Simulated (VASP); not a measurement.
Wanted: the native input for a VASP 6.6.1 run.

```yaml
Task: single point
Functional: PBE
Dispersion: D3(BJ)
Potentials_or_basis: VASP PAW PBE potentials, release 64 (O, C, H)
Cutoff: 520 eV
k_mesh: 1 × 1 × 1
Occupations: fermi-dirac, width 0.02 eV
Spin: no spin polarisation
Dipole_correction: no
Further_INCAR_settings: LREAL = Auto; ALGO = Normal; EDIFF = 1e-07; NBANDS = 98
```

The structure of H2CO2 lies in POSCAR:

```
H2CO2
1.0
    7.3876590000      0.0000000000      0.0000000000
    0.0000000000      7.3876590000      0.0000000000
    0.0000000000      0.0000000000      7.3876590000
O C H
16 8 16
Direct
    0.5172786028      0.6404801978      0.7435254056
    0.7272667554      0.5350997903      0.5465661895
    0.0568525283      0.6285636717      0.3218008199
    0.1962031472      0.6955607908      0.5855208872
    0.2871647807      0.8436781466      0.1544517521
    0.3215950789      0.9921763889     -0.1065301556
    0.4491671235      0.2123688047      0.6575264958
    0.4913068067     -0.0324642743      0.4768255521
    0.7572082219      0.9798358171      0.8346136106
    0.9452862455      0.8856641692      1.0536783703
    0.8031720840      0.1154927313      0.2774516790
    0.7885820195      0.2773375651      0.0201931465
    0.2052171328      0.5061380628      0.9222510282
    0.4109400171      0.3554535385      1.0921823979
   -0.0384501947      0.1751269843      0.6246822700
    0.1207649015      0.2942970581      0.3950477156
    0.6676954352      0.5492953563      0.6994041419
    0.1015921471      0.7361433348      0.4563295910
    0.3797192128      0.9443910166      0.0418799952
    0.4767997589      0.1298849739      0.4993112625
    0.8821545913      0.8737346680      0.8983772281
    0.7819832158      0.2682416171      0.1864348636
    0.2597120438      0.3700983627      1.0291336219
    0.0807138148      0.2890152597      0.5564218011
    0.4554808258      0.6929839823      0.6350092232
    0.7313543177      0.4902416008      0.8210077938
    0.1100944152      0.5045689430      0.3445449357
    0.0432459583      0.8731265326      0.4388762966
    0.1612033632      0.8276697696      0.1056534660
    0.5135145554      0.9786736172      0.0968392838
    0.4223916814      0.1171371014      0.7529160541
    0.4853927982      0.2311036300      0.3889410072
    0.7568552158      1.0974339730      0.9105770903
    0.9317795188      0.7705929531      0.8042068031
    0.8502524402      0.0176958350      0.1909959733
    0.7551209069      0.3862049223      0.2733452383
    0.3150406117      0.5764504160      0.8859323857
    0.1467925689      0.2727234731      1.0508014466
   -0.1047853859      0.1195235681      0.5223401441
    0.1396845375      0.3782036506      0.6590245881
```

One way to write it, as run:

INCAR

```
SYSTEM = H2CO2
PREC = Accurate
ENCUT = 520
EDIFF = 1E-7
ISMEAR = -1
SIGMA = 0.02
LREAL = Auto
LASPH = .True.
NELM = 60
ALGO = Normal
ISIF = 2
LWAVE = .False.
LCHARG = .False.
GGA = PE
IVDW = 12
NBANDS = 98
```

KPOINTS

```
Automatic mesh
0
Gamma
  1 1 1
  0 0 0
```

Potentials or basis: VASP PAW PBE potentials, release 64 (O, C, H).

Launch:

```sh
$ cat potpaw_PBE.64/O/POTCAR potpaw_PBE.64/C/POTCAR potpaw_PBE.64/H/POTCAR > POTCAR
$ mpirun -np 1 vasp_gam > vasp.out
```

It gave:

The pressure is 2.3 GPa. The largest force is 0.582 eV/Å. The band gap on the k mesh is 3.85 eV and the dispersion energy per atom is -0.059 eV.

Caveat: the k points lie up to 0.85 Å⁻¹ apart.

It took 43 s on 1 thread of Intel(R) Xeon(R) 6975P-C (Granite Rapids), with other jobs on the host, peak memory 0.38 GiB.
